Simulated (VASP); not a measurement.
Here is a VASP 6.6.1 calculation.

File POSCAR:

```
Ge
1.0
    0.0000000000      2.8024036514      2.8024036514
    2.8024036514      0.0000000000      2.8024036514
    2.8024036514      2.8024036514      0.0000000000
Ge
2
Direct
    0.0000000000      0.0000000000      0.0000000000
    0.2500000000      0.2500000000      0.2500000000
```

INCAR.step1

```
ALGO = Normal
EDIFF = 1E-4
ENCUT = 520
GGA = PE
ISMEAR = -1
LASPH = T
LCHARG = F
LREAL = F
LWAVE = T
NBANDS = 21
NELM = 100
PREC = Accurate
SIGMA = 0.1
```

Contents of INCAR.step2:

```
ALGO = Normal
EDIFF = 1E-7
ENCUT = 520
ISIF = 2
ISMEAR = -1
ISTART = 1
LASPH = T
LCHARG = F
LMIXTAU = T
LREAL = F
LWAVE = F
METAGGA = R2SCAN
NBANDS = 21
NELM = 100
PREC = Accurate
SIGMA = 0.1
```

The input KPOINTS:

```
k-points
0
Gamma
  10 10 10
```

Potentials or basis: VASP PAW PBE potentials, release 64 (Ge_d).

Command:

```sh
$ cat potpaw_PBE.64/Ge_d/POTCAR > POTCAR
$ cp INCAR.step1 INCAR
$ mpirun -np 1 vasp_std > vasp.out
$ cp INCAR.step2 INCAR
$ mpirun -np 1 vasp_std > vasp.out
```

Task: Predict the pressure.

Result: 3.0 GPa.

Task: Predict the band gap on the k mesh.

Result: 0.54 eV, indirect (least direct gap 0.68 eV).

Caveat: the PAW data sets were made with another functional, which shifts forces and pressure a little. r2SCAN opens gaps a little over a GGA but as a rule still falls short of measured ones.
